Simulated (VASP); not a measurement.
# Ge (Fd-3m) in VASP: a series of runs

Ge is run at these levels: LDA; tasks: single point, relaxation of cell and atoms.

Everything below comes from runs of VASP 6.6.1. Logs are shortened: lines on timing, memory, paths and dates and some standing lists are left out, and cuts for length are marked.

### 1 The cell of the first run

Symmetry: Fd-3m, No. 227, cubic system. The conventional cell has a = 5.622 Å, b = 5.622 Å, c = 5.622 Å, α = 90.00°, β = 90.00°, γ = 90.00°. Ge (site symmetry -43m) has 4 Ge at 2.43 Å within 3.2 Å.

### 2 Single point, LDA

The input, INCAR:

```
  PREC = Accurate
  ENCUT = 520
  EDIFF = 1E-6
  ISMEAR = -1
  SIGMA = 0.02
  LREAL = False
  LASPH = True
  NELM = 80
  ALGO = Normal
  ISIF = 2
  LWAVE = False
  LCHARG = False
  NBANDS = 21
```

The input, KPOINTS:

```
regular mesh
0
Gamma
  10 10 10
```

The input, POSCAR:

```
Ge
1.0
    0.0000000000      2.8109187205      2.8109187205
    2.8109187205      0.0000000000      2.8109187205
    2.8109187205      2.8109187205      0.0000000000
Ge
2
Direct
   -0.1250000000     -0.1250000000     -0.1250000000
    0.1250000000      0.1250000000      0.1250000000
```

Potentials or basis: VASP PAW LDA potentials, release 64 (Ge_d).

Command:

```
cat potpaw_LDA.64/Ge_d/POTCAR > POTCAR
mpirun -np 1 vasp_std > vasp.out
```

OUTCAR:

```text
PREC = Accurate
   ENCUT = 520
   EDIFF = 1E-6
   ISMEAR = -1
   LREAL = False
   LASPH = True
   NELM = 80
   ISIF = 2

 ion  position               nearest neighbor table
   1  0.875  0.875  0.875-   2 2.43   2 2.43   2 2.43   2 2.43
   2  0.125  0.125  0.125-   1 2.43   1 2.43   1 2.43   1 2.43

  LATTYP: Found a face centered cubic cell.
 ALAT       =     5.6218374410

  Lattice vectors:

 A1 = (   0.0000000000,   2.8109187205,   2.8109187205)
 A2 = (   2.8109187205,   0.0000000000,   2.8109187205)
 A3 = (   2.8109187205,   2.8109187205,   0.0000000000)

Analysis of symmetry for initial positions (statically):
=====================================================================
 Subroutine PRICEL returns:
 Original cell was already a primitive cell.

 Routine SETGRP: Setting up the symmetry group for a
 face centered cubic supercell.

 Subroutine GETGRP returns: Found 48 space group operations
 (whereof 12 operations were pure point group operations)
 out of a pool of 48 trial point group operations.

The static configuration has the point symmetry D_3d.
 The point group associated with its full space group is O_h .

Analysis of symmetry for dynamics (positions and initial velocities):
=====================================================================
 Subroutine PRICEL returns:
 Original cell was already a primitive cell.

 Routine SETGRP: Setting up the symmetry group for a
 face centered cubic supercell.

 Subroutine GETGRP returns: Found 48 space group operations
 (whereof 12 operations were pure point group operations)
 out of a pool of 48 trial point group operations.

The dynamic configuration has the point symmetry D_3d.
 The point group associated with its full space group is O_h .

 Subroutine INISYM returns: Found 48 space group operations
 (whereof 12 operations are pure point group operations),
 and found     1 'primitive' translations

----------------------------------------------------------------------------------------

                                     Primitive cell

  volume of cell :      44.4196

  direct lattice vectors                    reciprocal lattice vectors
     0.000000000  2.810918721  2.810918721    -0.177877786  0.177877786  0.177877786
     2.810918721  0.000000000  2.810918721     0.177877786 -0.177877786  0.177877786
     2.810918721  2.810918721  0.000000000     0.177877786  0.177877786 -0.177877786

  length of vectors
     3.975239377  3.975239377  3.975239377     0.308093364  0.308093364  0.308093364

  position of ions in fractional coordinates (direct lattice)
     0.875000000  0.875000000  0.875000000
     0.125000000  0.125000000  0.125000000

  ion indices of the primitive-cell ions
   primitive index   ion index
                 1           1
                 2           2

----------------------------------------------------------------------------------------

 KPOINTS: regular mesh

Automatic generation of k-mesh.
 Grid dimensions read from file:
 generate k-points for:   10   10   10

 Generating k-lattice:

  Cartesian coordinates                     Fractional coordinates (reciprocal lattice)
    -0.017787779  0.017787779  0.017787779     0.100000000  0.000000000  0.000000000
     0.017787779 -0.017787779  0.017787779     0.000000000  0.100000000  0.000000000
     0.017787779  0.017787779 -0.017787779     0.000000000  0.000000000  0.100000000

  Length of vectors
     0.030809336  0.030809336  0.030809336

  Shift w.r.t. Gamma in fractional coordinates (k-lattice)
     0.000000000  0.000000000  0.000000000

 Subroutine IBZKPT returns following result:
 ===========================================

 Found     47 irreducible k-points:

 Following reciprocal coordinates:
            Coordinates               Weight
  0.000000  0.000000  0.000000      1.000000
  0.100000  0.000000  0.000000      8.000000
  0.200000  0.000000  0.000000      8.000000
  0.300000  0.000000  0.000000      8.000000
  0.400000  0.000000  0.000000      8.000000
  0.500000  0.000000  0.000000      4.000000
[... 16 lines left out ...]
  0.300000  0.300000  0.000000      6.000000
  0.400000  0.300000  0.000000     24.000000
 [... further k-points ...]
   k-points           NKPTS =     47   k-points in BZ     NKDIM =     47   number of bands    NBANDS=     21
   number of dos      NEDOS =    301   number of ions     NIONS =      2
   total plane-waves  NPLWV =  27000
   dimension x,y,z NGX =    30 NGY =   30 NGZ =   30
   dimension x,y,z NGXF=    60 NGYF=   60 NGZF=   60
   ions per type =               2
   NGX,Y,Z   is equivalent  to a cutoff of  12.55, 12.55, 12.55 a.u.
   NGXF,Y,Z  is equivalent  to a cutoff of  25.09, 25.09, 25.09 a.u.
 SYSTEM =  unknown system
   PREC   = accura    normal or accurate (medium, high low for compatibility)
   ISTART =      0    job   : 0-new  1-cont  2-samecut
   ICHARG =      2    charge: 1-file 2-atom 10-const
   ISPIN  =      1    spin polarized calculation?
   LNONCOLLINEAR =      F non collinear calculations
   LSORBIT =      F    spin-orbit coupling
   LASPH  =      T    aspherical Exc in radial PAW
   ENCUT  =  520.0 eV  38.22 Ry    6.18 a.u.   7.39  7.39  7.39*2*pi/ulx,y,z
   NELM   =     80;   NELMIN=  2; NELMDL= -5     # of ELM steps
   EDIFF  = 0.1E-05   stopping-criterion for ELM
   LREAL  =      F    real-space projection
   EDIFFG = 0.1E-04   stopping-criterion for IOM
   NSW    =      0    number of steps for IOM
   IBRION =     -1    ionic relax: 0-MD 1-quasi-New 2-CG
   NFREE  =      0    steps in history (QN), initial steepest desc. (CG)
   ISIF   =      2    stress and relaxation
   ISYM   =      2    0-nonsym 1-usesym 2-fastsym
   POTIM  = 0.5000    time-step for ionic-motion
   TEBEG  =    0.0;   TEEND  =   0.0 temperature during run
   PSTRESS=    0.0 pullay stress
   NELECT =      28.0000    total number of electrons
   NUPDOWN=      -1.0000    fix difference up-down
   EMIN   =  10.00;   EMAX   =-10.00  energy-range for DOS
   EFERMI =   0.00;   METHOD = LEGACY
   ISMEAR =    -1;   SIGMA  =   0.02  broadening in eV -4-tet -1-fermi 0-gaus
   EFERMI_NEDOS =   21; number of points for ismear=-14 and -15
   IALGO  =     38    algorithm
   IMIX   =      4    mixing-type and parameters
     AMIX     =   0.40;   BMIX     =  1.00
     AMIX_MAG =   1.60;   BMIX_MAG =  1.00
  volume/ion in A,a.u.               =      22.21       149.88
  Fermi-wavevector in a.u.,A,eV,Ry     =   1.403684  2.652577 26.807935  1.970328
  Thomas-Fermi vector in A             =   2.526321
   LORBIT       =      0    0 simple, 1 ext, 2 COOP (PROOUT), +10 PAW based schemes
   GGA     = CA    functional components
   LHFCALC =     F    Hartree Fock is set to
   AEXX    =    0.0000 exact exchange contribution
   IVDW    =     0    specifies the selected vdW correction
   LEPSILON=     F    determine dielectric tensor
   LRPA    =     F    only Hartree local field effects (RPA)
 non-spin polarized calculation
  energy-cutoff  :      520.00
  volume of cell :       44.42
 maximum number of plane-waves:      1243
 NGX is ok and might be reduce to    30
   NGX = 15   NGY = 15   NGZ = 15

 number of electron      27.9999982 magnetization

 Free energy of the ion-electron system (eV)
  ---------------------------------------------------
  ext. energy  EPLUGINS =         0.00000000
  ---------------------------------------------------
  free energy    TOTEN  =       -10.38850390 eV

  energy without entropy =      -10.38841160  energy(sigma->0) =      -10.38845775

 E-fermi :   4.9432     XC(G=0): -10.3786

 val. band max:        4.9123926038   @ k =   0.0000   0.0000   0.0000
 cond. band min:       4.9438383914   @ k =   0.0000   0.0000   0.0000
 fundamental gap:      0.0314457876
 Fermi energy:         4.9432111930

 k-point     1 :       0.0000    0.0000    0.0000
  band No.  band energies     occupation
      1     -20.0553      2.00000
      2     -20.0553      2.00000
      3     -20.0553      2.00000
      4     -20.0171      2.00000
      5     -20.0171      2.00000
      6     -19.7959      2.00000
[... 13 lines left out ...]
     20      14.5146      0.00000
     21      14.5146      0.00000

 k-point     2 :       0.1000    0.0000    0.0000
  band No.  band energies     occupation
      1     -20.0614      2.00000
      2     -20.0614      2.00000
      3     -20.0536      2.00000
      4     -20.0087      2.00000
      5     -20.0087      2.00000
      6     -19.8049      2.00000
[... 13 lines left out ...]
     20      13.7372      0.00000
     21      13.7372      0.00000

 k-point     3 :       0.2000    0.0000    0.0000
  band No.  band energies     occupation
      1     -20.0707      2.00000
      2     -20.0707      2.00000
      3     -20.0491      2.00000
      4     -19.9938      2.00000
      5     -19.9938      2.00000
      6     -19.8173      2.00000
[... 13 lines left out ...]
     20      13.2120      0.00000
     21      13.2120      0.00000

 k-point     4 :       0.3000    0.0000    0.0000
  band No.  band energies     occupation
      1     -20.0771      2.00000
      2     -20.0771      2.00000
      3     -20.0434      2.00000
      4     -19.9815      2.00000
      5     -19.9815      2.00000
      6     -19.8262      2.00000
[... 13 lines left out ...]
     20      13.5941      0.00000
     21      13.5941      0.00000

 k-point     5 :       0.4000    0.0000    0.0000
  band No.  band energies     occupation
      1     -20.0801      2.00000
      2     -20.0801      2.00000
      3     -20.0386      2.00000
      4     -19.9749      2.00000
      5     -19.9749      2.00000
      6     -19.8304      2.00000
[... 13 lines left out ...]
     20      14.8469      0.00000
     21      14.8469      0.00000
[... 382 lines left out ...]
     20      14.2324      0.00000
     21      16.2891      0.00000

 k-point    22 :      -0.2000    0.2000    0.0000
  band No.  band energies     occupation
      1     -20.0864      2.00000
      2     -20.0859      2.00000
      3     -20.0269      2.00000
      4     -19.9830      2.00000
      5     -19.9584      2.00000
      6     -19.8525      2.00000
[... 13 lines left out ...]
     20      14.7177      0.00000
     21      15.3537      0.00000

 k-point    23 :       0.3000    0.3000    0.0000
  band No.  band energies     occupation
      1     -20.0797      2.00000
      2     -20.0797      2.00000
      3     -20.0562      2.00000
      4     -19.9665      2.00000
      5     -19.9227      2.00000
      6     -19.9113      2.00000
[... 13 lines left out ...]
     20      16.0637      0.00000
     21      16.0656      0.00000

 k-point    24 :       0.4000    0.3000    0.0000
  band No.  band energies     occupation
      1     -20.0906      2.00000
      2     -20.0845      2.00000
      3     -20.0387      2.00000
      4     -19.9505      2.00000
      5     -19.9298      2.00000
      6     -19.9046      2.00000
[... 13 lines left out ...]
     20      16.5405      0.00000
     21      16.8022      0.00000

 [... further k-points ...]

------------------------ aborting loop because EDIFF is reached ----------------------------------------

  FORCE on cell =-STRESS in cart. coord.  units (eV):
  Direction    XX          YY          ZZ          XY          YZ          ZX
  --------------------------------------------------------------------------------------
  -------------------------------------------------------------------------------------
  Total        0.0552279      0.0552279      0.0552279     -0.0000000     -0.0000000      0.0000000
  in kB        1.9920224      1.9920224      1.9920224     -0.0000000     -0.0000000      0.0000000
  external PRESSURE =       1.9920224 kB  Pullay stress =       0.0000000 kB

 VOLUME and BASIS-vectors are now :
 -----------------------------------------------------------------------------
  energy-cutoff  :      520.00
  volume of cell :       44.42
      direct lattice vectors                 reciprocal lattice vectors
     0.000000000  2.810918721  2.810918721    -0.177877786  0.177877786  0.177877786
     2.810918721  0.000000000  2.810918721     0.177877786 -0.177877786  0.177877786
     2.810918721  2.810918721  0.000000000     0.177877786  0.177877786 -0.177877786

 POSITION                                       TOTAL-FORCE (eV/Angst)
 -----------------------------------------------------------------------------------
      4.91911      4.91911      4.91911         0.000000      0.000000     -0.000000
      0.70273      0.70273      0.70273        -0.000000     -0.000000      0.000000
 -----------------------------------------------------------------------------------
    total drift:                               -0.000000      0.000000      0.000000

  FREE ENERGIE OF THE ION-ELECTRON SYSTEM (eV)
  ---------------------------------------------------
  free  energy   TOTEN  =       -10.3885038964 eV

  energy  without entropy=      -10.3884116034  energy(sigma->0) =      -10.38845775
```

It took 16 s on 1 thread of Intel Xeon 6975P-C (Granite Rapids), shared host; peak memory 0.16 GiB.

What came out:

```
Free energy            : -10.3885 eV
Pressure               : 0.2 GPa
Band gap on the k mesh : 0.03 eV, direct
```

A k mesh can miss the band edges.

### 3 Relaxation of cell and atoms, LDA

This run uses another cell than the first one, of 22.30 Å³/atom, 1.004 times its volume.

The input, INCAR:

```
SYSTEM = Ge
PREC = Accurate ; ENCUT = 600
EDIFF = 1E-7 ; ISMEAR = -1
SIGMA = 0.02 ; LREAL = .False.
LASPH = .True. ; NELM = 60
ALGO = Normal ; ISIF = 3
LWAVE = .False. ; LCHARG = .False.
GGA = CA ; IBRION = 2
NSW = 60 ; EDIFFG = -0.005
```

The input, KPOINTS:

```
regular mesh
0
Gamma
  10 10 10
  0 0 0
```

The input, POSCAR:

```
Ge
1.0
    0.0000000000      2.8147604872      2.8147604872
    2.8147604872      0.0000000000      2.8147604872
    2.8147604872      2.8147604872      0.0000000000
Ge
2
Direct
   -0.1250000000     -0.1250000000     -0.1250000000
    0.1250000000      0.1250000000      0.1250000000
```

Potentials or basis: VASP PAW LDA potentials, release 64 (Ge_d).

Command:

```
cat potpaw_LDA.64/Ge_d/POTCAR > POTCAR
mpirun -np 1 vasp_std > vasp.out
```

Run time: 31 s. Hardware: 1 thread of Intel Xeon 6975P-C (Granite Rapids), shared host; peak memory 0.17 GiB.

It converged, with:

```yaml
Free_energy: -10.3887 eV
Relaxed_volume: 22.26 Å³/atom
Relaxed_cell: a = 3.978 Å, b = 3.978 Å, c = 3.978 Å, α = 60.00°, β = 60.00°, γ = 60.00°
Space_group_after_relaxing_to_0.05_Å: Fd-3m (No. 227)
Energy_gained_by_relaxing: 0.0 meV/atom
Ionic_steps: 3
Pressure_after_relaxing: 0.0 GPa
```

Final structure:
```
Ge
1.0
     0.00000    2.81286    2.81286
     2.81286    0.00000    2.81286
     2.81286    2.81286    0.00000
Ge
2
Direct
  0.87500 0.87500 0.87500
  0.12500 0.12500 0.12500
```

Levels at points of the mesh, in eV from the Fermi level:
| k point | band 11 | band 12 | band 13 | band 14 | band 15 | band 16 | band 17 | band 18 |
| --- | --- | --- | --- | --- | --- | --- | --- | --- |
| (0.00, 0.00, 0.00) | -12.96 | -0.02 | -0.02 | -0.02 | -0.01 | 2.51 | 2.51 | 2.51 |
| (0.50, 0.00, 0.00) | -10.83 | -7.74 | -1.46 | -1.46 | 0.09 | 3.70 | 3.70 | 6.95 |
| (0.50, 0.50, 0.00) | -9.01 | -9.01 | -3.16 | -3.16 | 0.62 | 0.62 | 9.53 | 9.53 |
